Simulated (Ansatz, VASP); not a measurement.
**Re: VASP beside Ansatz**

```
Re
1.0
     1.38392    0.79901    6.76559
    -1.38392    0.79901    6.76559
     0.00000   -1.59802    6.76559
Re
3
Direct
  0.00000 0.00000 0.00000
  0.22217 0.22217 0.22217
  0.77783 0.77783 0.77783
```

Change from the starting cell: zz strain of +1 %.

Alike in both runs: task single point; functional PBE; k mesh 15 × 15 × 15; occupations fermi-dirac, width 0.05 eV; no spin polarisation.

|  | VASP | Ansatz |
| --- | --- | --- |
| version | VASP 6.6.1 | Ansatz 0.2.0 |
| potentials or method | VASP PAW PBE potentials, release 64 (Re), cutoff 520 eV | all-electron LAPW, scalar-relativistic |

```tsv
	VASP	Ansatz	Ansatz less VASP
pressure (GPa)	-0.6	0.0	+0.63
traceless stress, the component that is largest in VASP (GPa)	-3.38	-3.34	+0.041
rms of the force components (eV/Å)	0.023	0.020	-0.0028
```

Atom by atom the forces differ by 0.003 eV/Å (rms over components). Ansatz ran all-electron here, and VASP with PAW potentials.

Neither program's run includes spin-orbit coupling.
